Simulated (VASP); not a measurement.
# SnSe (Pnma) in VASP: notebook, part 2 of 2

VASP 6.6.1.

### 3 Single point, PBE+D3(BJ) (25.45 Å³/atom)

This run uses another cell than the first one, of 25.45 Å³/atom.

INCAR

```
PREC     = Accurate       # precision mode
ENCUT    = 520            # plane-wave cutoff, eV
EDIFF    = 1E-6           # SCF threshold, eV
ISMEAR   = 0              # smearing method
SIGMA    = 0.02           # smearing width, eV
LREAL    = False          # projectors in reciprocal space
LASPH    = True           # aspherical terms in the spheres
NELM     = 100            # most SCF steps
ALGO     = Normal         # electronic algorithm
ISIF     = 2              # what is computed and relaxed
LWAVE    = False          # write WAVECAR
LCHARG   = True           # write CHGCAR
GGA      = PE             # functional
IVDW     = 12             # dispersion correction
LELF     = True           # ELF
LVHAR    = True         
NBANDS   = 50             # bands
```

KPOINTS

```
Automatic mesh
0
Gamma
  4 8 8
```

POSCAR

```
SnSe
1.0
   11.3736466319      0.0000000000      0.0000000000
    0.0000000000      4.1489652479      0.0000000000
    0.0000000000      0.0000000000      4.3143224109
Sn Se
4 4
Direct
    0.1169943672      0.2500000000      0.0839883528
    0.3830056328      0.7500000000      0.5839883528
    0.6169943672      0.2500000000      0.4160116472
    0.8830056328      0.7500000000      0.9160116472
    0.3579372706      0.2500000000      0.0213216354
    0.1420627294      0.7500000000      0.5213216354
    0.8579372706      0.2500000000      0.4786783646
    0.6420627294      0.7500000000      0.9786783646
```

Potentials or basis: VASP PAW PBE potentials, release 64 (Sn_d, Se).

Run with:

```console
> cat potpaw_PBE.64/Sn_d/POTCAR potpaw_PBE.64/Se/POTCAR > POTCAR
> mpirun -np 1 vasp_std > vasp.out
```

OUTCAR:

```text
PREC = Accurate
   ENCUT = 520
   EDIFF = 1E-6
   ISMEAR = 0
   LREAL = False
   LASPH = True
   NELM = 100
   ISIF = 2
   GGA = PE
   IVDW = 12
 IVDW          = 12

 ion  position               nearest neighbor table
   1  0.117  0.250  0.084-   5 2.75   6 2.82   6 2.82   6 3.21   6 3.21   4 3.45   4 3.45
   2  0.383  0.750  0.584-   6 2.75   5 2.82   5 2.82   5 3.21   5 3.21   3 3.45   3 3.45
   3  0.617  0.250  0.416-   7 2.75   8 2.82   8 2.82   8 3.21   8 3.21   2 3.45   2 3.45
   4  0.883  0.750  0.916-   8 2.75   7 2.82   7 2.82   7 3.21   7 3.21   1 3.45   1 3.45
   5  0.358  0.250  0.021-   1 2.75   2 2.82   2 2.82   2 3.21   2 3.21
   6  0.142  0.750  0.521-   2 2.75   1 2.82   1 2.82   1 3.21   1 3.21
   7  0.858  0.250  0.479-   3 2.75   4 2.82   4 2.82   4 3.21   4 3.21
   8  0.642  0.750  0.979-   4 2.75   3 2.82   3 2.82   3 3.21   3 3.21

  LATTYP: Found a simple orthorhombic cell.
 ALAT       =     4.1489652479
 B/A-ratio  =     1.0398550369
 C/A-ratio  =     2.7413212578

  Lattice vectors:

 A1 = (   0.0000000000,   4.1489652479,   0.0000000000)
 A2 = (   0.0000000000,   0.0000000000,   4.3143224109)
[... 199 lines left out ...]
  band No.  band energies     occupation
      1     -15.4140      2.00000
      2     -15.4022      2.00000
      3     -15.3983      2.00000
      4     -15.3967      2.00000
      5     -15.3929      2.00000
      6     -15.3921      2.00000
[... 1261 lines left out ...]
     49      10.1945      0.00000
     50      10.1945      0.00000

 [... further k-points ...]

------------------------ aborting loop because EDIFF is reached ----------------------------------------

 Edisp (eV)   -3.04044

 E8    (eV) :    -1.3705

  FORCE on cell =-STRESS in cart. coord.  units (eV):
  Direction    XX          YY          ZZ          XY          YZ          ZX
  --------------------------------------------------------------------------------------
  -------------------------------------------------------------------------------------
  Total       1.54431     1.50840     1.50791     0.00000     0.00000     0.00000
  in kB      12.15323    11.87067    11.86679     0.00000     0.00000     0.00000
  external pressure =       11.96 kB  Pullay stress =        0.00 kB

 VOLUME and BASIS-vectors are now :
 -----------------------------------------------------------------------------
  energy-cutoff  :      520.00
  volume of cell :      203.59
      direct lattice vectors                 reciprocal lattice vectors
    11.373646632  0.000000000  0.000000000     0.087922549  0.000000000  0.000000000
     0.000000000  4.148965248  0.000000000     0.000000000  0.241023952  0.000000000
     0.000000000  0.000000000  4.314322411     0.000000000  0.000000000  0.231786108

 POSITION                                       TOTAL-FORCE (eV/Angst)
 -----------------------------------------------------------------------------------
      1.33065      1.03724      0.36235        -0.013560      0.000000     -0.009143
      4.35617      3.11172      2.51951         0.013560      0.000000     -0.009143
      7.01748      1.03724      1.79481        -0.013560     -0.000000      0.009143
     10.04299      3.11172      3.95197         0.013560     -0.000000      0.009143
      4.07105      1.03724      0.09199         0.009046      0.000000      0.008828
      1.61577      3.11172      2.24915        -0.009046      0.000000      0.008828
      9.75788      1.03724      2.06517         0.009046      0.000000     -0.008828
      7.30259      3.11172      4.22233        -0.009046      0.000000     -0.008828
 -----------------------------------------------------------------------------------
    total drift:                               -0.000000      0.000000     -0.000000

  FREE ENERGIE OF THE ION-ELECTRON SYSTEM (eV)
  ---------------------------------------------------
  free  energy   TOTEN  =       -35.7085709540 eV

  energy  without entropy=      -35.7085709540  energy(sigma->0) =      -35.70857095
```

OSZICAR:

```text
N       E                     dE             d eps       ncg     rms          rms(c)
DAV:   1     0.879535191513E+03    0.87954E+03   -0.36649E+04  7994   0.210E+03
DAV:   2     0.120411199897E+03   -0.75912E+03   -0.73504E+03  7508   0.602E+02
DAV:   3    -0.229373845126E+02   -0.14335E+03   -0.13649E+03  8872   0.204E+02
DAV:   4    -0.330247846538E+02   -0.10087E+02   -0.98820E+01  8878   0.542E+01
DAV:   5    -0.333586697352E+02   -0.33389E+00   -0.33255E+00  8738   0.105E+01    0.661E+00
DAV:   6    -0.326791740918E+02    0.67950E+00   -0.11504E+00 10342   0.562E+00    0.411E+00
DAV:   7    -0.326725570462E+02    0.66170E-02   -0.58056E-01  9930   0.273E+00    0.146E+00
DAV:   8    -0.326679049648E+02    0.46521E-02   -0.67140E-02  9714   0.164E+00    0.340E-01
DAV:   9    -0.326680468232E+02   -0.14186E-03   -0.83035E-03  9492   0.611E-01    0.104E-01
DAV:  10    -0.326680914702E+02   -0.44647E-04   -0.86511E-04  9840   0.158E-01    0.554E-02
DAV:  11    -0.326681502987E+02   -0.58829E-04   -0.28812E-04  9848   0.951E-02    0.233E-02
DAV:  12    -0.326681336490E+02    0.16650E-04   -0.39761E-05  9372   0.348E-02    0.910E-03
DAV:  13    -0.326681336582E+02   -0.92841E-08   -0.73309E-06  7064   0.927E-03
   1 F= -.35708571E+02 E0= -.35708571E+02  d E =-.208400E-18
```

Run time: 6.6 min. Hardware: 1 thread of Intel Xeon Platinum 8488C (Sapphire Rapids), shared host; peak memory 0.68 GiB.

Results:

| Item | Value |
| --- | --- |
| Free energy | -35.7086 eV |
| Pressure | 1.2 GPa |
| Largest force | 0.016 eV/Å |
| Band gap on the k mesh | 0.43 eV (least direct gap 0.77 eV) |
| Dispersion energy per atom | -0.380 eV |

Forces in eV/Å, atoms in the order of the input:
```
Sn  -0.014  0.000 -0.009
Sn   0.014  0.000 -0.009
Sn  -0.014  0.000  0.009
Sn   0.014  0.000  0.009
Se   0.009  0.000  0.009
Se  -0.009  0.000  0.009
Se   0.009  0.000 -0.009
Se  -0.009  0.000 -0.009
```

Levels at points of the mesh, in eV from the valence-band top:
```csv
k point,band 37,band 38,band 39,band 40,band 41,band 42,band 43,band 44
"(0.00, 0.00, 0.00)",-1.71,-1.39,-0.77,-0.64,0.43,3.05,3.15,3.20
"(0.50, 0.00, 0.00)",-2.03,-2.03,-0.65,-0.65,2.56,2.56,2.80,2.80
"(0.00, 0.50, 0.00)",-1.06,-1.06,-0.60,-0.60,0.85,0.85,1.44,1.44
"(0.50, 0.50, 0.00)",-0.91,-0.91,-0.91,-0.91,1.40,1.40,1.40,1.40
"(0.00, 0.00, 0.50)",-0.81,-0.81,-0.29,-0.29,1.20,1.20,1.25,1.25
"(0.50, 0.00, 0.50)",-0.47,-0.47,-0.22,-0.22,1.09,1.09,1.31,1.31
"(0.00, 0.50, 0.50)",-2.45,-2.45,-1.65,-1.65,2.60,2.60,2.99,2.99
"(0.50, 0.50, 0.50)",-1.68,-1.68,-1.68,-1.68,2.33,2.33,2.33,2.33
```

Caveat: semilocal functionals underestimate gaps, and a narrow one can read as zero; spin-orbit coupling is left out, which moves the levels of the heavy elements. A k mesh can miss the band edges.

### 4 Single point, PBE+D3(BJ) (27.02 Å³/atom)

This run uses another cell than the first one, of 27.02 Å³/atom.

INCAR

```
PREC = Accurate
ENCUT = 520
EDIFF = 1E-6
ISMEAR = 0
SIGMA = 0.02
LREAL = False
LASPH = True
NELM = 60
ALGO = Normal
ISIF = 2
LWAVE = False
LCHARG = False
GGA = PE
IVDW = 12
NBANDS = 50
```

KPOINTS

```
regular mesh
0
Gamma
  4 8 8
```

POSCAR

```
SnSe
1.0
   11.5999125392      0.0000000000      0.0000000000
    0.0000000000      4.1905950905      0.0000000000
    0.0000000000      0.0000000000      4.4472055289
Sn Se
4 4
Direct
    0.1192214693      0.2500000000      0.1032563904
    0.3807785307      0.7500000000      0.6032563904
    0.6192214693      0.2500000000      0.3967436096
    0.8807785307      0.7500000000      0.8967436096
    0.3564624799      0.2500000000      0.0238289213
    0.1435375201      0.7500000000      0.5238289213
    0.8564624799      0.2500000000      0.4761710787
    0.6435375201      0.7500000000      0.9761710787
```

Run with:

```console
> cat potpaw_PBE.64/Sn_d/POTCAR potpaw_PBE.64/Se/POTCAR > POTCAR
> mpirun -np 1 vasp_std > vasp.out
```

It took 15 min on 1 thread of Oxide Virtual Turin-like, shared host; peak memory 0.7 GiB.

The run converged. Its results:

* Free energy: -35.7135 eV
* Pressure: -0.9 GPa
* Largest force: 0.015 eV/Å
* Band gap on the k mesh: 0.65 eV (least direct gap 0.86 eV)
* Dispersion energy per atom: -0.358 eV

Forces on the atoms (eV/Å):
```
Sn  -0.014  0.000 -0.005
Sn   0.014  0.000 -0.005
Sn  -0.014  0.000  0.005
Sn   0.014  0.000  0.005
Se   0.002  0.000  0.003
Se  -0.002  0.000  0.003
Se   0.002  0.000 -0.003
Se  -0.002  0.000 -0.003
```

Levels at points of the mesh, in eV from the valence-band top:
```csv
k point,band 38,band 39,band 40,band 41,band 42,band 43
"(0.00, 0.00, 0.00)",-1.23,-0.69,-0.54,0.66,2.88,3.08
"(0.50, 0.00, 0.00)",-1.84,-0.56,-0.56,2.54,2.54,2.74
"(0.00, 0.50, 0.00)",-0.95,-0.72,-0.72,1.01,1.01,1.31
"(0.50, 0.50, 0.00)",-0.94,-0.94,-0.94,1.41,1.41,1.41
"(0.00, 0.00, 0.50)",-0.76,-0.25,-0.25,1.23,1.23,1.61
"(0.50, 0.00, 0.50)",-0.45,-0.24,-0.24,1.19,1.19,1.64
"(0.00, 0.50, 0.50)",-2.27,-1.42,-1.42,2.61,2.61,3.04
"(0.50, 0.50, 0.50)",-1.54,-1.54,-1.54,2.47,2.47,2.47
```

Caveat: semilocal functionals underestimate gaps, and a narrow one can read as zero; spin-orbit coupling is left out, which moves the levels of the heavy elements. A k mesh can miss the band edges.

### 5 Summary

```tsv
cell	gap on the mesh (eV)	pressure (GPa)	largest force (eV/Å)
a = 11.482, b = 4.168, c = 4.386 Å, 8 atoms, atomic positions A	0.56	0.0	0.01
a = 11.374, b = 4.149, c = 4.314 Å, 8 atoms, atomic positions B	0.43	1.2	0.02
a = 11.600, b = 4.191, c = 4.447 Å, 8 atoms, atomic positions C	0.65	-0.9	0.02
```

Alike in all rows: task single point; level PBE+D3(BJ); potentials or basis VASP PAW PBE potentials, release 64 (Sn_d, Se); no spin polarisation; k mesh 4 × 8 × 8; cutoff (eV) 520; smearing gaussian 0.02 eV.

Caveats: semilocal functionals underestimate gaps, and a narrow one can read as zero; spin-orbit coupling is left out, which moves the levels of the heavy elements.

Total energies depend on the potentials used, so only differences within one code and one set of settings carry meaning.

### 6 Against experiment

Step 2. Against the measured gap of SnSe, 0.99 eV (indirect; 20 K; “Linear dichroism of the optical properties of SnS and SnSe van der Waals crystals”, 2024, arxiv:2409.17412), the calculated 0.56 eV is off by -0.43 eV. 2 values of this kind are on record (0.89 to 0.99 eV); this one was drawn at random. Spin-orbit coupling on Se, Sn is left out. The value is that of PBE+D3(BJ) on a finite k mesh, which can miss the band edges, without temperature or zero-point motion. Semilocal functionals fall short of measured gaps as a rule.
